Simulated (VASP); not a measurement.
# PbO2 in VASP: single point with PBE

Aim: the single point of PbO2 with PBE.

Program: VASP 6.6.1. These are calculated values, not measurements. Logs are shortened: lines on timing, memory, paths and dates and some standing lists are left out, and cuts for length are marked.

**1. The cell of the first run**

The typed cell holds 6 atoms: a = 6.346 Å, b = 3.953 Å, c = 3.953 Å, α = 98.87°, β = 90.00°, γ = 90.00°.

The cell was generated, and may not be a known phase.

**2. Single point, PBE**

The input, INCAR:

```
SYSTEM = PbO2
ALGO = Normal
EDIFF = 1E-6
ENCUT = 520
GGA = PE
ISIF = 2
ISMEAR = 0
LASPH = .True.
LCHARG = .False.
LREAL = .False.
LWAVE = .False.
NBANDS = 35
NELM = 80
PREC = Accurate
SIGMA = 0.02
```

The input, KPOINTS:

```
k-points
0
Gamma
  6 6 6
  0 0 0
```

The input, POSCAR:

```
PbO2
1.0
    6.3461961536      0.0000000000      0.0000000000
    0.0000000000      3.0027954443      2.5704909603
    0.0000000000     -3.0027954443      2.5704909603
Pb O
2 4
Direct
    0.0000000000      0.8967227157      0.8967227157
    0.5000000000      0.3967227157      0.3967227157
    0.9081834711      0.4763228476      0.3170733124
    0.4081834711      0.8170733124      0.9763228476
    0.5918165289      0.9763228476      0.8170733124
    0.0918165289      0.3170733124      0.4763228476
```

Potentials or basis: VASP PAW PBE potentials, release 64 (Pb_d, O).

On the command line:

```sh
$ cat potpaw_PBE.64/Pb_d/POTCAR potpaw_PBE.64/O/POTCAR > POTCAR
$ mpirun -np 1 vasp_std > vasp.out
```

OUTCAR:

```text
SYSTEM = PbO2
   EDIFF = 1E-6
   ENCUT = 520
   GGA = PE
   ISIF = 2
   ISMEAR = 0
   LASPH = .True.
   LREAL = .False.
   NELM = 80
   PREC = Accurate

 ion  position               nearest neighbor table
   1  0.000  0.897  0.897-   3 2.59   6 2.59   5 2.63   4 2.63   3 2.68   6 2.68   3 2.68   6 2.68
                             2 4.08   2 4.08   2 4.08   2 4.08
   2  0.500  0.397  0.397-   4 2.59   5 2.59   3 2.63   6 2.63   5 2.68   4 2.68   5 2.68   4 2.68
                             1 4.08   1 4.08   1 4.08   1 4.08
   3  0.908  0.476  0.317-   6 1.51   1 2.59   2 2.63   1 2.68   1 2.68
   4  0.408  0.817  0.976-   5 1.51   2 2.59   1 2.63   2 2.68   2 2.68
   5  0.592  0.976  0.817-   4 1.51   2 2.59   1 2.63   2 2.68   2 2.68
   6  0.092  0.317  0.476-   3 1.51   1 2.59   2 2.63   1 2.68   1 2.68

  LATTYP: Found a base centered orthorhombic cell.
 ALAT       =     5.1409819206
 B/A-ratio  =     1.1681797332
 C/A-ratio  =     1.2344326924

  Lattice vectors:

 A1 = (   0.0000000000,   3.0027954443,   2.5704909603)
 A2 = (   0.0000000000,  -3.0027954443,   2.5704909603)
 A3 = (   6.3461961536,   0.0000000000,   0.0000000000)

Analysis of symmetry for initial positions (statically):
=====================================================================
 Subroutine PRICEL returns:
 Original cell was already a primitive cell.

 Routine SETGRP: Setting up the symmetry group for a
 base centered orthorhombic supercell.

 Subroutine GETGRP returns: Found  4 space group operations
 (whereof  2 operations were pure point group operations)
 out of a pool of  8 trial point group operations.

The static configuration has the point symmetry C_2 .
 The point group associated with its full space group is C_2v.

Analysis of symmetry for dynamics (positions and initial velocities):
=====================================================================
 Subroutine PRICEL returns:
 Original cell was already a primitive cell.

 Routine SETGRP: Setting up the symmetry group for a
 base centered orthorhombic supercell.

 Subroutine GETGRP returns: Found  4 space group operations
 (whereof  2 operations were pure point group operations)
 out of a pool of  8 trial point group operations.

The dynamic configuration has the point symmetry C_2 .
 The point group associated with its full space group is C_2v.

 Subroutine INISYM returns: Found  4 space group operations
 (whereof  2 operations are pure point group operations),
 and found     1 'primitive' translations

----------------------------------------------------------------------------------------

                                     Primitive cell

  volume of cell :      97.9682

  direct lattice vectors                    reciprocal lattice vectors
     6.346196154  0.000000000  0.000000000     0.157574707  0.000000000  0.000000000
     0.000000000  3.002795444  2.570490960     0.000000000  0.166511509  0.194515370
     0.000000000 -3.002795444  2.570490960     0.000000000 -0.166511509  0.194515370

  length of vectors
     6.346196154  3.952746420  3.952746420     0.157574707  0.256051385  0.256051385

  position of ions in fractional coordinates (direct lattice)
     0.000000000  0.896722716  0.896722716
     0.500000000  0.396722716  0.396722716
     0.908183471  0.476322848  0.317073312
     0.408183471  0.817073312  0.976322848
     0.591816529  0.976322848  0.817073312
     0.091816529  0.317073312  0.476322848

  ion indices of the primitive-cell ions
   primitive index   ion index
                 1           1
                 2           2
                 3           3
                 4           4
                 5           5
                 6           6

----------------------------------------------------------------------------------------

 KPOINTS: k-points

Automatic generation of k-mesh.
 Grid dimensions read from file:
 generate k-points for:    6    6    6

 Generating k-lattice:

  Cartesian coordinates                     Fractional coordinates (reciprocal lattice)
     0.026262451  0.000000000  0.000000000     0.166666667  0.000000000  0.000000000
     0.000000000  0.027751918  0.032419228     0.000000000  0.166666667 -0.000000000
     0.000000000 -0.027751918  0.032419228     0.000000000 -0.000000000  0.166666667

  Length of vectors
     0.026262451  0.042675231  0.042675231

  Shift w.r.t. Gamma in fractional coordinates (k-lattice)
     0.000000000  0.000000000  0.000000000

 Subroutine IBZKPT returns following result:
 ===========================================

 Found     52 irreducible k-points:

 Following reciprocal coordinates:
            Coordinates               Weight
  0.000000  0.000000  0.000000      1.000000
  0.166667  0.000000  0.000000      2.000000
  0.333333  0.000000  0.000000      2.000000
  0.500000  0.000000  0.000000      1.000000
  0.000000  0.166667  0.000000      4.000000
  0.166667  0.166667  0.000000      8.000000
[... 16 lines left out ...]
  0.333333  0.333333  0.166667      8.000000
  0.500000  0.333333  0.166667      4.000000
 [... further k-points ...]
   k-points           NKPTS =     52   k-points in BZ     NKDIM =     52   number of bands    NBANDS=     35
   number of dos      NEDOS =    301   number of ions     NIONS =      6
   total plane-waves  NPLWV =  43200
   dimension x,y,z NGX =    48 NGY =   30 NGZ =   30
   dimension x,y,z NGXF=    96 NGYF=   60 NGZF=   60
   ions per type =               2   4
   NGX,Y,Z   is equivalent  to a cutoff of  12.57, 12.62, 12.62 a.u.
   NGXF,Y,Z  is equivalent  to a cutoff of  25.15, 25.24, 25.24 a.u.
 SYSTEM =  PbO2
   PREC   = accura    normal or accurate (medium, high low for compatibility)
   ISTART =      0    job   : 0-new  1-cont  2-samecut
   ICHARG =      2    charge: 1-file 2-atom 10-const
   ISPIN  =      1    spin polarized calculation?
   LNONCOLLINEAR =      F non collinear calculations
   LSORBIT =      F    spin-orbit coupling
   LASPH  =      T    aspherical Exc in radial PAW
   ENCUT  =  520.0 eV  38.22 Ry    6.18 a.u.  11.80  7.35  7.35*2*pi/ulx,y,z
   NELM   =     80;   NELMIN=  2; NELMDL= -5     # of ELM steps
   EDIFF  = 0.1E-05   stopping-criterion for ELM
   LREAL  =      F    real-space projection
   EDIFFG = 0.1E-04   stopping-criterion for IOM
   NSW    =      0    number of steps for IOM
   IBRION =     -1    ionic relax: 0-MD 1-quasi-New 2-CG
   NFREE  =      0    steps in history (QN), initial steepest desc. (CG)
   ISIF   =      2    stress and relaxation
   ISYM   =      2    0-nonsym 1-usesym 2-fastsym
   POTIM  = 0.5000    time-step for ionic-motion
   TEBEG  =    0.0;   TEEND  =   0.0 temperature during run
   PSTRESS=    0.0 pullay stress
   NELECT =      52.0000    total number of electrons
   NUPDOWN=      -1.0000    fix difference up-down
   EMIN   =  10.00;   EMAX   =-10.00  energy-range for DOS
   EFERMI =   0.00;   METHOD = LEGACY
   ISMEAR =     0;   SIGMA  =   0.02  broadening in eV -4-tet -1-fermi 0-gaus
   EFERMI_NEDOS =   21; number of points for ismear=-14 and -15
   IALGO  =     38    algorithm
   IMIX   =      4    mixing-type and parameters
     AMIX     =   0.40;   BMIX     =  1.00
     AMIX_MAG =   1.60;   BMIX_MAG =  1.00
  volume/ion in A,a.u.               =      16.33       110.19
  Fermi-wavevector in a.u.,A,eV,Ry     =   1.325503  2.504838 23.904881  1.756959
  Thomas-Fermi vector in A             =   2.454959
   LORBIT       =      0    0 simple, 1 ext, 2 COOP (PROOUT), +10 PAW based schemes
   GGA     = PE    functional components
   LHFCALC =     F    Hartree Fock is set to
   AEXX    =    0.0000 exact exchange contribution
   IVDW    =     0    specifies the selected vdW correction
   LEPSILON=     F    determine dielectric tensor
   LRPA    =     F    only Hartree local field effects (RPA)
 non-spin polarized calculation
 Gauss-broadening in eV      SIGMA  =   0.02
  energy-cutoff  :      520.00
  volume of cell :       97.97
 maximum number of plane-waves:      2680
 NGX is ok and might be reduce to    48
   NGX = 23   NGY = 15   NGZ = 15

 number of electron      51.9999996 magnetization

 Free energy of the ion-electron system (eV)
  ---------------------------------------------------
  ext. energy  EPLUGINS =         0.00000000
  ---------------------------------------------------
  free energy    TOTEN  =       -30.28849920 eV

  energy without entropy =      -30.28849920  energy(sigma->0) =      -30.28849920

 E-fermi :   5.4092     XC(G=0):  -9.9882

 val. band max:        5.3062877784   @ k =   0.0000   0.3333   0.3333
 cond. band min:       5.7779093106   @ k =   0.0000   0.0000   0.0000
 fundamental gap:      0.4716215322
 Fermi energy:         5.4092369933

 k-point     1 :       0.0000    0.0000    0.0000
  band No.  band energies     occupation
      1     -16.4483      2.00000
      2     -16.3051      2.00000
      3     -11.6171      2.00000
      4     -11.5961      2.00000
      5     -11.5757      2.00000
      6     -11.5664      2.00000
[... 27 lines left out ...]
     34      11.5957      0.00000
     35      12.4923      0.00000

 k-point     2 :       0.1667    0.0000    0.0000
  band No.  band energies     occupation
      1     -16.4354      2.00000
      2     -16.3110      2.00000
      3     -11.6157      2.00000
      4     -11.5975      2.00000
      5     -11.5958      2.00000
      6     -11.5703      2.00000
[... 27 lines left out ...]
     34      11.3727      0.00000
     35      12.8066      0.00000

 k-point     3 :       0.3333    0.0000    0.0000
  band No.  band energies     occupation
      1     -16.4022      2.00000
      2     -16.3299      2.00000
      3     -11.6533      2.00000
      4     -11.6118      2.00000
      5     -11.6090      2.00000
      6     -11.6013      2.00000
[... 27 lines left out ...]
     34      11.0898      0.00000
     35      13.3598      0.00000
[... 723 lines left out ...]
 k-point    23 :       0.3333    0.3333    0.1667
  band No.  band energies     occupation
      1     -16.2662      2.00000
      2     -16.2436      2.00000
      3     -11.7978      2.00000
      4     -11.7901      2.00000
      5     -11.5726      2.00000
      6     -11.5698      2.00000
[... 27 lines left out ...]
     34      10.6798      0.00000
     35      13.7820      0.00000

 k-point    24 :       0.5000    0.3333    0.1667
  band No.  band energies     occupation
      1     -16.2509      2.00000
      2     -16.2509      2.00000
      3     -11.8261      2.00000
      4     -11.8261      2.00000
      5     -11.5711      2.00000
      6     -11.5711      2.00000
[... 27 lines left out ...]
     34      10.5025      0.00000
     35      14.5130      0.00000

 [... further k-points ...]

------------------------ aborting loop because EDIFF is reached ----------------------------------------

  FORCE on cell =-STRESS in cart. coord.  units (eV):
  Direction    XX          YY          ZZ          XY          YZ          ZX
  --------------------------------------------------------------------------------------
  -------------------------------------------------------------------------------------
  Total        0.1676877      0.0997113     -0.0493152      0.0000000      0.0000000      0.0000000
  in kB        2.7423720      1.6306834     -0.8065038      0.0000000      0.0000000      0.0000000
  external PRESSURE =       1.1888505 kB  Pullay stress =       0.0000000 kB

 VOLUME and BASIS-vectors are now :
 -----------------------------------------------------------------------------
  energy-cutoff  :      520.00
  volume of cell :       97.97
      direct lattice vectors                 reciprocal lattice vectors
     6.346196154  0.000000000  0.000000000     0.157574707  0.000000000  0.000000000
     0.000000000  3.002795444  2.570490960     0.000000000  0.166511509  0.194515370
     0.000000000 -3.002795444  2.570490960     0.000000000 -0.166511509  0.194515370

 POSITION                                       TOTAL-FORCE (eV/Angst)
 -----------------------------------------------------------------------------------
      0.00000      0.00000      4.61004         0.000000     -0.000000     -0.000423
      3.17310      0.00000      2.03954         0.000000     -0.000000     -0.000423
      5.76351      0.47819      2.03942        -0.125970      0.102553      0.000211
      2.59041     -0.47819      4.60991        -0.125970     -0.102553      0.000211
      3.75578      0.47819      4.60991         0.125970      0.102553      0.000211
      0.58269     -0.47819      2.03942         0.125970     -0.102553      0.000211
 -----------------------------------------------------------------------------------
    total drift:                                0.000000     -0.000001     -0.001147

  FREE ENERGIE OF THE ION-ELECTRON SYSTEM (eV)
  ---------------------------------------------------
  free  energy   TOTEN  =       -30.2884991991 eV

  energy  without entropy=      -30.2884991991  energy(sigma->0) =      -30.28849920
```

Wall time 69 s (1 thread of Intel Xeon 6975P-C (Granite Rapids), shared host); peak memory 0.28 GiB.

What came out:

- Free energy: -30.2885 eV
- Pressure: 0.1 GPa
- Largest force: 0.162 eV/Å
- Band gap on the k mesh: 0.47 eV (least direct gap 0.62 eV)

Forces on the atoms (eV/Å):
```
Pb   0.000  0.000  0.000
Pb   0.000  0.000  0.000
O   -0.126  0.103  0.000
O   -0.126 -0.103  0.000
O    0.126  0.103  0.000
O    0.126 -0.103  0.000
```

Levels at points of the mesh, in eV from the valence-band top:
```tsv
k point	band 23	band 24	band 25	band 26	band 27	band 28	band 29	band 30
(0.00, 0.00, 0.00)	-1.96	-1.44	-1.22	-0.15	0.47	2.14	4.63	4.93
(0.50, 0.00, 0.00)	-1.64	-1.64	-1.59	-1.59	2.42	2.42	4.14	4.14
(0.00, 0.50, 0.00)	-2.27	-2.27	-1.21	-1.21	1.94	1.94	2.44	2.44
(0.50, 0.50, 0.00)	-2.60	-2.60	-1.76	-1.76	1.84	1.84	3.22	3.22
(0.00, 0.50, 0.50)	-1.85	-1.05	-0.92	-0.14	0.87	1.78	3.90	3.90
(0.50, 0.50, 0.50)	-1.39	-1.39	-1.37	-1.37	2.10	2.10	3.83	3.83
```

Caveat: spin-orbit coupling is left out, which moves the levels of the heavy elements. A k mesh can miss the band edges.
